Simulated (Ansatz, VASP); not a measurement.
**Pb: VASP beside Ansatz**

The input INCAR:

```
PREC = Accurate ; ENCUT = 520
EDIFF = 1E-7 ; ISMEAR = 0
SIGMA = 0.15 ; LREAL = False
LASPH = True ; NELM = 60
ALGO = Fast ; ISIF = 2
LWAVE = False ; LCHARG = True
GGA = PS ; LELF = True
LVHAR = True ; NBANDS = 21
```

The input KPOINTS:

```
Automatic mesh
0
Gamma
  18 18 10
```

File POSCAR:

```
Pb
1.0
    3.3408006629      0.0000000000      0.0000000000
   -1.6704003315      2.8932182431      0.0000000000
    0.0000000000      0.0000000000      6.0372000000
Pb
2
Direct
    0.3333333333      0.6666666667      0.2500000000
    0.6666666667      0.3333333333      0.7500000000
```

Input for Ansatz:

```yaml
crystal:
  lattice:
    - [3.3408006629, 0.0, 0.0]
    - [-1.6704003315, 2.8932182431, 0.0]
    - [0.0, 0.0, 6.0372]
  atoms:
    - { symbol: Pb, position: [0.3333333333, 0.6666666667, 0.25] }
    - { symbol: Pb, position: [0.6666666667, 0.3333333333, 0.75] }
basis:
  ecutwfc: 420
kpoints:
  mp_grid: { grid: [18, 18, 10] }
hamiltonian:
  xc: pbesol
scf:
  occupations: { method: gaussian, width: 0.15 }
output:
  forces: true
  stress: true
  eigenvalues: true
```

Change from the starting cell: strain -0.040 along x and y, +0.080 along z, atoms carried along.

Alike in both runs: task single point; functional PBEsol; k mesh 18 × 18 × 10; occupations gaussian, width 0.15 eV; no spin polarisation.

|  | VASP | Ansatz |
| --- | --- | --- |
| version | VASP 6.6.1 | Ansatz 0.2.0 |
| potentials or method | VASP PAW PBE potentials, release 64 (Pb_d), cutoff 520 eV | scalar-relativistic, plane waves, PAW |
| valence electrons in the cell | 28 | 28 |

```csv
,VASP,Ansatz,Ansatz less VASP
gap on the k mesh at the Fermi level (eV),none,none,-
pressure (GPa),1.6,1.7,+0.08
"traceless stress, the component that is largest in VASP (GPa)",-3.02,-3.03,-0.012
```

VASP's potentials were made for PBE, not for PBEsol. A gap of «none» marks a metal or a gap that the smearing closes. The functional is the same, so the differences come from potentials, cutoffs and numerics.

Spin-orbit coupling is off throughout.
